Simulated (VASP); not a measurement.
# LiBe16 (a cell with a defect) in VASP: notebook, part 2 of 3

VASP 6.6.1. Earlier steps stand in the parts before.

### Step 3. Single point, PBE

INCAR reads:

```
ALGO = Normal
EDIFF = 1E-6
ENCUT = 520
GGA = PE
ISIF = 2
ISMEAR = -1
LASPH = T
LCHARG = F
LREAL = Auto
LWAVE = F
NBANDS = 32
NELM = 60
PREC = Accurate
SIGMA = 0.15
```

KPOINTS reads:

```
k-points
0
Gamma
  3 3 2
```

POSCAR reads:

```
LiBe16
1.0
   -2.2900000000     -3.9663960000      0.0000000000
    3.4350000000     -1.9831980000      0.0000000000
    0.0000000000      0.0000000000      7.1768600000
Be Li
16 1
Direct
    0.7183166811      0.3246128674     -0.0424976940
    0.4834679526      0.3831562188      0.2377502139
    0.7715282270      0.5126636506      0.4982262438
    0.5246977409      0.3171347385      0.7078722450
    0.5021078495     -0.1265423653      0.0427624337
    0.2542472415      0.9156699223      0.2915063133
    0.5021834232     -0.0450072666      0.5201299733
    0.2461013351      0.8755377168      0.7625758340
    0.3201674411      0.4971713072     -0.0749352781
   -0.0322227959      0.3295225029      0.2882319009
    0.2313611616      0.4855944862      0.4852539969
    0.0262202255      0.4152385201      0.7507879490
    0.0718783842      0.0976714701     -0.0147836240
    0.7112910467      0.8451692859      0.2917153184
   -0.0260993431      0.0246673957      0.5348439290
    0.7380114862      0.7998970316      0.7803133961
   -0.0204626467      0.6796915689      0.0759803034
```

Potentials or basis: VASP PAW PBE potentials, release 64 (Be, Li_sv).

The run is started by

```bash
> cat potpaw_PBE.64/Be/POTCAR potpaw_PBE.64/Li_sv/POTCAR > POTCAR
> mpirun -np 1 vasp_std > vasp.out
```

OUTCAR:

```text
EDIFF = 1E-6
   ENCUT = 520
   GGA = PE
   ISIF = 2
   ISMEAR = -1
   LASPH = T
   LREAL = Auto
   NELM = 60
   PREC = Accurate

 ion  position               nearest neighbor table
   1  0.718  0.325  0.958-  13 1.86   9 1.96   4 2.00  17 2.03  12 2.08   5 2.13  16 2.28   2 2.29

   2  0.483  0.383  0.238-  14 2.14  11 2.16   6 2.17  10 2.26   1 2.29   3 2.35
   3  0.772  0.513  0.498-  10 1.90  14 2.00   4 2.04  11 2.11   7 2.15  15 2.16  12 2.19  15 2.25
                            16 2.33   2 2.35
   4  0.525  0.317  0.708-   9 1.95   7 1.97   1 2.00   3 2.04  11 2.19   8 2.20  16 2.21  16 2.33
                            12 2.34  12 2.35
   5  0.502  0.873  0.043-   9 1.91  14 2.03   6 2.12   1 2.13  16 2.19  13 2.20   8 2.33  17 2.33

   6  0.254  0.916  0.292-   7 2.00  10 2.10  14 2.11   5 2.12   2 2.17  17 2.20  11 2.20  15 2.21

   7  0.502  0.955  0.520-  14 1.95   4 1.97   6 2.00   8 2.12   3 2.15  15 2.18  16 2.24  11 2.25

   8  0.246  0.876  0.763-   9 1.93  13 1.99  12 2.09   7 2.12  15 2.14   4 2.20  16 2.28   5 2.33
                            16 2.35  12 2.37
   9  0.320  0.497  0.925-  12 1.87   5 1.91   8 1.93   4 1.95   1 1.96  13 2.00  17 2.03
  10  0.968  0.330  0.288-   3 1.90  11 1.96  17 2.06   6 2.10  15 2.14  14 2.25   2 2.26  14 2.36

  11  0.231  0.486  0.485-  10 1.96   3 2.11  12 2.14   2 2.16   4 2.19   6 2.20  15 2.20   7 2.25

  12  0.026  0.415  0.751-   9 1.87  16 2.03   1 2.08   8 2.09  13 2.11  11 2.14   3 2.19  15 2.20
                             4 2.34   4 2.35   8 2.37
  13  0.072  0.098  0.985-  17 1.83   1 1.86   8 1.99   9 2.00  12 2.11   5 2.20  17 2.44
  14  0.711  0.845  0.292-   7 1.95   3 2.00   5 2.03  17 2.08   6 2.11   2 2.14  15 2.24  10 2.25
                            10 2.36
  15  0.974  0.025  0.535-   8 2.14  10 2.14   3 2.16   7 2.18  12 2.20  11 2.20   6 2.21  14 2.24
                             3 2.25  16 2.25
  16  0.738  0.800  0.780-  12 2.03   5 2.19   4 2.21   7 2.24  15 2.25   1 2.28   8 2.28   3 2.33
                             4 2.33   8 2.35  17 2.44
  17  0.980  0.680  0.076-  13 1.83   9 2.03   1 2.03  10 2.06  14 2.08   6 2.20   5 2.33  13 2.44
                            16 2.44

  LATTYP: Found a simple orthorhombic cell.
 ALAT       =     3.9663962620
 B/A-ratio  =     1.1547004875
 C/A-ratio  =     1.8094157835

  Lattice vectors:

 A1 = (  -3.4350000000,   1.9831980000,   0.0000000000)
 A2 = (  -2.2900000000,  -3.9663960000,   0.0000000000)
 A3 = (   0.0000000000,   0.0000000000,   7.1768600000)

Analysis of symmetry for initial positions (statically):
=====================================================================
 Subroutine PRICEL returns:
 Original cell was already a primitive cell.

 Routine SETGRP: Setting up the symmetry group for a
 simple orthorhombic supercell.

 Subroutine GETGRP returns: Found  1 space group operations
 (whereof  1 operations were pure point group operations)
 out of a pool of  8 trial point group operations.

The static configuration has the point symmetry C_1 .

Analysis of symmetry for dynamics (positions and initial velocities):
=====================================================================
 Subroutine PRICEL returns:
 Original cell was already a primitive cell.

 Routine SETGRP: Setting up the symmetry group for a
 simple orthorhombic supercell.

 Subroutine GETGRP returns: Found  1 space group operations
 (whereof  1 operations were pure point group operations)
 out of a pool of  8 trial point group operations.

The dynamic configuration has the point symmetry C_1 .

[... 95 lines left out ...]
   k-points           NKPTS =     10   k-points in BZ     NKDIM =     10   number of bands    NBANDS=     32
   number of dos      NEDOS =    301   number of ions     NIONS =     17
   total plane-waves  NPLWV =  58320
   dimension x,y,z NGX =    36 NGY =   30 NGZ =   54
   dimension x,y,z NGXF=    72 NGYF=   60 NGZF=  108
   ions per type =              16   1
   NGX,Y,Z   is equivalent  to a cutoff of  13.07, 12.57, 12.51 a.u.
   NGXF,Y,Z  is equivalent  to a cutoff of  26.13, 25.15, 25.02 a.u.
 SYSTEM =  unknown system
   PREC   = accura    normal or accurate (medium, high low for compatibility)
   ISTART =      0    job   : 0-new  1-cont  2-samecut
   ICHARG =      2    charge: 1-file 2-atom 10-const
   ISPIN  =      1    spin polarized calculation?
   LNONCOLLINEAR =      F non collinear calculations
   LSORBIT =      F    spin-orbit coupling
   LASPH  =      T    aspherical Exc in radial PAW
   ENCUT  =  520.0 eV  38.22 Ry    6.18 a.u.   8.52  7.37 13.34*2*pi/ulx,y,z
   NELM   =     60;   NELMIN=  2; NELMDL= -5     # of ELM steps
   EDIFF  = 0.1E-05   stopping-criterion for ELM
   LREAL  =      T    real-space projection
   EDIFFG = 0.1E-04   stopping-criterion for IOM
   NSW    =      0    number of steps for IOM
   IBRION =     -1    ionic relax: 0-MD 1-quasi-New 2-CG
   NFREE  =      0    steps in history (QN), initial steepest desc. (CG)
   ISIF   =      2    stress and relaxation
   ISYM   =      2    0-nonsym 1-usesym 2-fastsym
   POTIM  = 0.5000    time-step for ionic-motion
   TEBEG  =    0.0;   TEEND  =   0.0 temperature during run
   PSTRESS=    0.0 pullay stress
   NELECT =      35.0000    total number of electrons
   NUPDOWN=      -1.0000    fix difference up-down
   EMIN   =  10.00;   EMAX   =-10.00  energy-range for DOS
   EFERMI =   0.00;   METHOD = LEGACY
   ISMEAR =    -1;   SIGMA  =   0.15  broadening in eV -4-tet -1-fermi 0-gaus
   EFERMI_NEDOS =   21; number of points for ismear=-14 and -15
   IALGO  =     38    algorithm
   IMIX   =      4    mixing-type and parameters
     AMIX     =   0.40;   BMIX     =  1.00
     AMIX_MAG =   1.60;   BMIX_MAG =  1.00
  volume/ion in A,a.u.               =       7.67        51.75
  Fermi-wavevector in a.u.,A,eV,Ry     =   1.056085  1.995711 15.174786  1.115315
  Thomas-Fermi vector in A             =   2.191307
   LORBIT       =      0    0 simple, 1 ext, 2 COOP (PROOUT), +10 PAW based schemes
   GGA     = PE    functional components
   LHFCALC =     F    Hartree Fock is set to
   AEXX    =    0.0000 exact exchange contribution
   IVDW    =     0    specifies the selected vdW correction
   LEPSILON=     F    determine dielectric tensor
   LRPA    =     F    only Hartree local field effects (RPA)
 non-spin polarized calculation
  energy-cutoff  :      520.00
  volume of cell :      130.38
 maximum number of plane-waves:      3531
 NGX is ok and might be reduce to    36
   NGX = 17   NGY = 15   NGZ = 27

 number of electron      34.9999995 magnetization

 Free energy of the ion-electron system (eV)
  ---------------------------------------------------
  ext. energy  EPLUGINS =         0.00000000
  ---------------------------------------------------
  free energy    TOTEN  =       -55.81635281 eV

  energy without entropy =      -55.60980138  energy(sigma->0) =      -55.71307710

 E-fermi :   6.8333     XC(G=0): -10.6404

 val. band max:        6.7944495730   @ k =   0.0000   0.0000   0.5000
 cond. band min:       6.8956190539   @ k =   0.3333   0.0000   0.0000
 fundamental gap:      0.1011694809
 Fermi energy:         6.8332831451

 k-point     1 :       0.0000    0.0000    0.0000
  band No.  band energies     occupation
      1     -38.9909      2.00000
      2      -4.1300      2.00000
      3      -2.2614      2.00000
      4      -1.6392      2.00000
      5       0.9849      2.00000
      6       1.0348      2.00000
[... 309 lines left out ...]
     28      12.3478      0.00000
     29      12.7533      0.00000
 [bands above 29 left out]

------------------------ aborting loop because EDIFF is reached ----------------------------------------

  FORCE on cell =-STRESS in cart. coord.  units (eV):
  Direction    XX          YY          ZZ          XY          YZ          ZX
  --------------------------------------------------------------------------------------
  -------------------------------------------------------------------------------------
  Total        9.0819980     10.6026930     20.6338137      0.9241991      1.3089715      2.6981298
  in kB      111.6081626    130.2958985    253.5677767     11.3574305     16.0858778     33.1571658
  external PRESSURE =     165.1572793 kB  Pullay stress =       0.0000000 kB

 VOLUME and BASIS-vectors are now :
 -----------------------------------------------------------------------------
  energy-cutoff  :      520.00
  volume of cell :      130.38
      direct lattice vectors                 reciprocal lattice vectors
    -2.290000000 -3.966396000  0.000000000    -0.109170306 -0.189088533  0.000000000
     3.435000000 -1.983198000  0.000000000     0.218340611 -0.126059022  0.000000000
     0.000000000  0.000000000  7.176860000     0.000000000  0.000000000  0.139336702

 POSITION                                       TOTAL-FORCE (eV/Angst)
 -----------------------------------------------------------------------------------
     -0.52990     -3.49290      6.87186         0.687716      0.665336      0.732439
      0.20900     -2.67750      1.70630         0.065170      0.066271     -1.020079
     -0.00580     -4.07690      3.57570         0.565193      0.917691      1.099427
     -0.11220     -2.71010      5.08030         0.316723      0.264373     -0.228508
      1.85050     -3.72380      0.30690         0.933567     -0.354444     -0.073185
      2.56310     -2.82440      2.09210        -0.061119      0.836266     -0.319297
[... 9 lines left out ...]
      1.05760     -4.51360      5.60020         1.113489      0.202969      0.210021
      0.09160     -5.23320      0.54530        -0.684017      0.444739     -0.252180
 -----------------------------------------------------------------------------------
    total drift:                               -0.001072     -0.000105      0.001950

  FREE ENERGIE OF THE ION-ELECTRON SYSTEM (eV)
  ---------------------------------------------------
  free  energy   TOTEN  =       -55.8163528149 eV

  energy  without entropy=      -55.6098013755  energy(sigma->0) =      -55.71307710
```

It took 41 s on 1 thread of Intel Xeon Platinum 8488C (Sapphire Rapids), shared host; peak memory 0.23 GiB.

Results:

| Item | Value |
| --- | --- |
| Free energy | -55.8164 eV |
| Largest force | 2.042 eV/Å |

Forces on the atoms (eV/Å):
```
Be   0.688  0.665  0.732
Be   0.065  0.066 -1.020
Be   0.565  0.918  1.099
Be   0.317  0.264 -0.229
Be   0.934 -0.354 -0.073
Be  -0.061  0.836 -0.319
Be   0.379  0.049  0.621
Be   0.076 -0.989 -0.808
Be  -0.925 -0.222  1.333
Be  -0.894  0.374 -1.753
Be  -0.394 -1.267  0.612
Be  -0.944  1.483 -1.038
Be   0.012 -1.334  1.271
Be   0.015 -1.086  0.202
Be  -0.262 -0.053 -0.590
Be   1.113  0.203  0.210
Li  -0.684  0.445 -0.252
```

Caveat: the k points lie up to 0.53 Å⁻¹ apart; the cutoff is under 1.25 times the usual one of these potentials, so pressure, stress and relaxed cells hold a basis-set (Pulay) error.

### Step 4. Single point, PBE

INCAR reads:

```
SYSTEM = LiBe16
  ALGO = Normal
  EDIFF = 1E-6
  ENCUT = 520
  GGA = PE
  ISIF = 2
  ISMEAR = -1
  LASPH = .TRUE.
  LCHARG = .FALSE.
  LREAL = Auto
  LWAVE = .FALSE.
  NBANDS = 32
  NELM = 100
  PREC = Accurate
  SIGMA = 0.15
```

KPOINTS reads:

```
k-points
0
G
  3 3 2
  0 0 0
```

POSCAR reads:

```
LiBe16
1.0
   -2.2900000000     -3.9663960000      0.0000000000
    3.4350000000     -1.9831980000      0.0000000000
    0.0000000000      0.0000000000      7.1768600000
Be Li
16 1
Direct
    0.7561073037      0.3687876930     -0.0662546016
    0.5210893266      0.3216286923      0.2669830539
    0.7344930062      0.4776678265      0.4956903158
    0.5219188966      0.2968251159      0.7416613951
    0.5161369237     -0.0129101731      0.0144074149
    0.2412770870      0.8603273739      0.2991698319
    0.4897950987     -0.0187683330      0.5154203928
    0.2128035693      0.8952897158      0.7653068334
    0.3528632708      0.5049947278     -0.0092380233
   -0.0320836699      0.2737782812      0.2412754324
    0.2431242754      0.4711949318      0.4807394877
   -0.0171845931      0.3977721344      0.7223493283
    0.0693953470      0.1123188776     -0.0091404876
    0.7403888347      0.8358341868      0.3058858609
   -0.0177619940      0.0249854538      0.4981565754
    0.7536415775      0.8164888537      0.7966993922
   -0.0760241126      0.7133638376      0.0767884562
```

The run is started by

```bash
> cat potpaw_PBE.64/Be/POTCAR potpaw_PBE.64/Li_sv/POTCAR > POTCAR
> mpirun -np 1 vasp_std > vasp.out
```

Run time: 46 s. Hardware: 1 thread of Intel Xeon Platinum 8488C (Sapphire Rapids), shared host; peak memory 0.23 GiB.

It converged, with:

```yaml
Free_energy: -54.8634 eV
Largest_force: 2.628 eV/Å
```

Forces on the atoms (eV/Å):
```
Be   0.158  0.459  2.583
Be   0.471  0.869 -1.054
Be   0.065 -0.394  0.162
Be   1.085  1.567 -1.570
Be   0.550  0.661  0.842
Be  -0.407 -0.322 -2.420
Be   0.114 -0.160  0.919
Be  -1.616 -0.511 -0.792
Be   1.088  0.495  0.026
Be   0.647 -1.071  0.392
Be   0.105  0.050  1.294
Be  -1.745 -1.308 -0.205
Be  -0.575 -1.455 -0.311
Be   0.413  1.051 -0.495
Be  -0.484  0.140  2.020
Be   1.251  0.139 -1.215
Li  -1.121 -0.211 -0.175
```

Levels at points of the mesh, in eV from the Fermi level:
| k point | band 13 | band 14 | band 15 | band 16 | band 17 | band 18 | band 19 | band 20 | band 21 | band 22 |
| --- | --- | --- | --- | --- | --- | --- | --- | --- | --- | --- |
| (0.00, 0.00, 0.00) | -3.31 | -2.91 | -2.64 | -0.70 | -0.31 | 0.46 | 0.75 | 1.22 | 1.57 | 1.98 |
| (0.00, 0.00, 0.50) | -2.76 | -1.78 | -1.54 | -1.24 | -1.05 | 0.49 | 0.82 | 1.41 | 1.78 | 2.01 |

Caveat: the k points lie up to 0.53 Å⁻¹ apart; the cutoff is under 1.25 times the usual one of these potentials, so pressure, stress and relaxed cells hold a basis-set (Pulay) error.

(Part 2 of 3 ends here.)
